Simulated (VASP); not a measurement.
# CuO (Cc) in VASP: a series of runs, part 2 of 2

VASP 6.6.1. The steps go on from the part before.

## 4. Single point, RPBE

This run uses another cell than the first one, of 9.96 Å³/atom, 1.043 times its volume.

Contents of INCAR:

```
SYSTEM = CuO
ALGO = Normal
EDIFF = 1E-7
ENCUT = 520
GGA = RP
ISIF = 2
ISMEAR = -1
LASPH = .True.
LCHARG = .False.
LREAL = .False.
LWAVE = .False.
NBANDS = 25
NELM = 60
PREC = Accurate
SIGMA = 0.05
```

Contents of KPOINTS:

```
k-points
0
Gamma
  10 10 5
  0 0 0
```

Contents of POSCAR:

```
CuO
1.0
    2.3289133814     -1.7019001459      0.0000000000
    2.3289133814      1.7019001459      0.0000000000
   -0.8547742332      0.0000000000      5.0254824872
Cu O
2 2
Direct
    0.0032000000      0.4968000000      0.0000000000
    0.4968000000      0.0032000000      0.5000000000
    0.5714000000      0.4056000000      0.2537000000
    0.4056000000      0.5714000000      0.7537000000
```

Potentials or basis: VASP PAW PBE potentials, release 64 (Cu, O).

Launch:

```
cat potpaw_PBE.64/Cu/POTCAR potpaw_PBE.64/O/POTCAR > POTCAR
mpirun -np 1 vasp_std > vasp.out
```

OUTCAR:

```text
SYSTEM = CuO
   EDIFF = 1E-7
   ENCUT = 520
   GGA = RP
   ISIF = 2
   ISMEAR = -1
   LASPH = .True.
   LREAL = .False.
   NELM = 60
   PREC = Accurate

 ion  position               nearest neighbor table
   1  0.003  0.497  0.000-   4 1.89   3 1.92   4 1.96   3 2.01
   2  0.497  0.003  0.500-   3 1.89   4 1.92   3 1.96   4 2.01
   3  0.571  0.406  0.254-   2 1.89   1 1.92   2 1.96   1 2.01
   4  0.406  0.571  0.754-   1 1.89   2 1.92   1 1.96   2 2.01

  LATTYP: Found a base centered monoclinic cell.
 ALAT       =     4.6578267628
 B/A-ratio  =     0.7307700490
 C/A-ratio  =     1.0944283419
 COS(beta)  =    -0.1676798045

  Lattice vectors:

 A1 = (   2.3289133814,  -1.7019001459,   0.0000000000)
 A2 = (   2.3289133814,   1.7019001459,   0.0000000000)
 A3 = (  -0.8547742332,   0.0000000000,   5.0254824872)

Analysis of symmetry for initial positions (statically):
=====================================================================
 Subroutine PRICEL returns:
 Original cell was already a primitive cell.

 Routine SETGRP: Setting up the symmetry group for a
 base centered monoclinic supercell.

 Subroutine GETGRP returns: Found  2 space group operations
[... 173 lines left out ...]
 val. band max:        6.1199819380   @ k =  -0.2000   0.3000   0.4000
 cond. band min:       6.1438303415   @ k =   0.4000   0.2000   0.4000
 fundamental gap:      0.0238484035
 Fermi energy:         6.1365645080

 k-point     1 :       0.0000    0.0000    0.0000
  band No.  band energies     occupation
      1     -14.0601      2.00000
      2     -12.7111      2.00000
      3      -2.1684      2.00000
      4       0.4548      2.00000
      5       0.8172      2.00000
      6       2.6597      2.00000
[... 661 lines left out ...]
     24      19.7177      0.00000
     25      20.7633      0.00000

 [... further k-points ...]

------------------------ aborting loop because EDIFF is reached ----------------------------------------

  FORCE on cell =-STRESS in cart. coord.  units (eV):
  Direction    XX          YY          ZZ          XY          YZ          ZX
  --------------------------------------------------------------------------------------
  -------------------------------------------------------------------------------------
  Total        4.0957071      3.6969554      4.2121421      0.0000000      0.0000000     -0.7208577
  in kB      164.7192312    148.6824214    169.4019589      0.0000000      0.0000000    -28.9911179
  external PRESSURE =     160.9345372 kB  Pullay stress =       0.0000000 kB

 VOLUME and BASIS-vectors are now :
 -----------------------------------------------------------------------------
  energy-cutoff  :      520.00
  volume of cell :       39.84
      direct lattice vectors                 reciprocal lattice vectors
     2.328913381 -1.701900146  0.000000000     0.214692399 -0.293789269  0.036516599
     2.328913381  1.701900146  0.000000000     0.214692399  0.293789269  0.036516599
    -0.854774233  0.000000000  5.025482487     0.000000000  0.000000000  0.198985869

 POSITION                                       TOTAL-FORCE (eV/Angst)
 -----------------------------------------------------------------------------------
      1.16446      0.84006      0.00000        -0.717805      0.415076      0.286234
      0.73707     -0.84006      2.51274        -0.717805     -0.415076      0.286234
      2.05849     -0.28218      1.27496         0.717805      0.128749     -0.286234
      1.63111      0.28218      3.78771         0.717805     -0.128749     -0.286234
 -----------------------------------------------------------------------------------
    total drift:                                0.000106      0.000000     -0.000214

  FREE ENERGIE OF THE ION-ELECTRON SYSTEM (eV)
  ---------------------------------------------------
  free  energy   TOTEN  =       -17.6305187895 eV

  energy  without entropy=      -17.6116252450  energy(sigma->0) =      -17.62107202
```

OSZICAR:

```text
N       E                     dE             d eps       ncg     rms          rms(c)
DAV:   1     0.297117320958E+03    0.29712E+03   -0.16476E+04  7546   0.218E+03
DAV:   2     0.122503675832E+02   -0.28487E+03   -0.26191E+03  7230   0.399E+02
DAV:   3    -0.224636310407E+02   -0.34714E+02   -0.32837E+02  8649   0.155E+02
DAV:   4    -0.236039087167E+02   -0.11403E+01   -0.11343E+01  8678   0.298E+01
DAV:   5    -0.236248788507E+02   -0.20970E-01   -0.20960E-01  9189   0.365E+00    0.171E+01
DAV:   6    -0.206505739474E+02    0.29743E+01   -0.32322E+01 10022   0.146E+02    0.125E+01
DAV:   7    -0.175656995394E+02    0.30849E+01   -0.90529E+00  8561   0.112E+02    0.265E+00
DAV:   8    -0.176587343177E+02   -0.93035E-01   -0.14040E+00  7912   0.829E+00    0.163E+00
DAV:   9    -0.176344085745E+02    0.24326E-01   -0.62157E-02 12131   0.677E+00    0.510E-01
DAV:  10    -0.176305169727E+02    0.38916E-02   -0.14110E-02 10798   0.221E+00    0.295E-01
DAV:  11    -0.176304299456E+02    0.87027E-04   -0.53413E-03 10587   0.660E-01    0.512E-02
DAV:  12    -0.176304685555E+02   -0.38610E-04   -0.20706E-04  8733   0.158E-01    0.279E-02
DAV:  13    -0.176305202246E+02   -0.51669E-04   -0.90428E-05 10550   0.930E-02    0.105E-02
DAV:  14    -0.176305188261E+02    0.13985E-05   -0.25381E-06 11406   0.427E-02    0.482E-03
DAV:  15    -0.176305188666E+02   -0.40516E-07   -0.16423E-06 10365   0.138E-02    0.599E-04
DAV:  16    -0.176305187895E+02    0.77142E-07   -0.49934E-08  5520   0.507E-03
   1 F= -.17630519E+02 E0= -.17621072E+02  d E =-.188935E-01
```

stdout:

```text
POSCAR found type information on POSCAR CuO
 POSCAR found :  2 types and       4 ions
 scaLAPACK will be used
 -----------------------------------------------------------------------------
|                                                                             |
|                                                                             |
|     You enforced a specific xc type in the INCAR file but a different       |
|     I HOPE YOU KNOW WHAT YOU ARE DOING!                                     |
|                                                                             |
 -----------------------------------------------------------------------------

 LDA part: xc-table for (Slater+PW92), standard interpolation
 POSCAR, INCAR and KPOINTS ok, starting setup
 FFT: planning ... GRIDC
 FFT: planning ... GRID_SOFT
 FFT: planning ... GRID
 WAVECAR not read
 entering main loop
```

Wall time 53 s (1 thread of Intel Xeon 6975P-C (Granite Rapids), shared host); peak memory 0.24 GiB.

What came out:

| Item | Value |
| --- | --- |
| Free energy | -17.6305 eV |
| Pressure | 16.1 GPa |
| Largest force | 0.877 eV/Å |
| Band gap on the k mesh | zero (band 17 reaches 6.41 eV, above the bottom of band 18 at 5.81 eV) |

Forces on the atoms (eV/Å):
```
Cu  -0.718  0.415  0.286
Cu  -0.718 -0.415  0.286
O    0.718  0.129 -0.286
O    0.718 -0.129 -0.286
```

Caveat: the PAW data sets were made with another functional, which shifts forces and pressure a little; semilocal functionals often make such compounds metallic where correlation or magnetic order opens a gap, which also shifts bond lengths.

## 5. Single point, RPBE

This run uses another cell than the first one, of 10.16 Å³/atom, 1.064 times its volume.

Contents of INCAR:

```
PREC = Accurate
ENCUT = 520
EDIFF = 1E-6
ISMEAR = -1
SIGMA = 0.05
LREAL = False
LASPH = True
NELM = 80
ALGO = Normal
ISIF = 2
LWAVE = False
LCHARG = False
GGA = RP
NBANDS = 25
```

Contents of KPOINTS:

```
Automatic mesh
0
Gamma
  10 10 5
```

Contents of POSCAR:

```
CuO
1.0
    2.3446497600     -1.7133998200      0.0000000000
    2.3446497600      1.7133998200      0.0000000000
   -0.8605499100      0.0000000000      5.0594394800
Cu O
2 2
Direct
    0.0032000000      0.4968000000      0.0000000000
    0.4968000000      0.0032000000      0.5000000000
    0.5714000000      0.4056000000      0.2537000000
    0.4056000000      0.5714000000      0.7537000000
```

Launch:

```
cat potpaw_PBE.64/Cu/POTCAR potpaw_PBE.64/O/POTCAR > POTCAR
mpirun -np 1 vasp_std > vasp.out
```

Wall time 48 s (1 thread of Intel Xeon 6975P-C (Granite Rapids), shared host); peak memory 0.24 GiB.

Results (log left out):

| Property | Result |
| --- | --- |
| Free energy | -17.7028 eV |
| Pressure | 12.1 GPa |
| Largest force | 0.813 eV/Å |
| Band gap on the k mesh | zero (band 17 reaches 6.13 eV, above the bottom of band 18 at 5.53 eV) |

Forces on the atoms (eV/Å):
```
Cu  -0.669  0.380  0.264
Cu  -0.669 -0.380  0.264
O    0.669  0.194 -0.264
O    0.669 -0.194 -0.264
```

Stress tensor (GPa, compression positive):
```
12.24  0.00 -2.30
 0.00 11.74  0.00
-2.30  0.00 12.18
```

Levels at points of the mesh, in eV from the Fermi level:
```tsv
k point	band 15	band 16	band 17	band 18	band 19	band 20
(0.00, 0.00, 0.00)	-2.14	-1.66	0.21	0.92	1.75	6.12
(0.50, 0.00, 0.00)	-1.49	-1.40	-0.03	0.29	4.99	6.39
(0.50, 0.50, 0.00)	-1.67	-1.23	-0.66	1.07	3.46	7.15
```

Caveat: the PAW data sets were made with another functional, which shifts forces and pressure a little; semilocal functionals often make such compounds metallic where correlation or magnetic order opens a gap, which also shifts bond lengths.

## 6. The runs side by side

| cell | gap on the mesh (eV) | pressure (GPa) | largest force (eV/Å) |
| --- | --- | --- | --- |
| a = 2.845, b = 2.845, c = 5.027 Å, angles 97.8, 97.8, 72.3°, 4 atoms | none | 26.0 | 1.02 |
| a = 2.865, b = 2.865, c = 5.063 Å, angles 97.8, 97.8, 72.3°, 4 atoms | none | 20.7 | 0.95 |
| a = 2.884, b = 2.884, c = 5.098 Å, angles 97.8, 97.8, 72.3°, 4 atoms | none | 16.1 | 0.88 |
| a = 2.904, b = 2.904, c = 5.132 Å, angles 97.8, 97.8, 72.3°, 4 atoms | none | 12.1 | 0.81 |

Alike in all rows: task single point; level RPBE; potentials or basis VASP PAW PBE potentials, release 64 (Cu, O); no spin polarisation; k mesh 10 × 10 × 5; cutoff (eV) 520; smearing fermi-dirac 0.05 eV.

Caveats: the PAW data sets were made with another functional, which shifts forces and pressure a little; semilocal functionals often make such compounds metallic where correlation or magnetic order opens a gap, which also shifts bond lengths.

Total energies depend on the potentials used, so only differences within one code and one set of settings carry meaning.
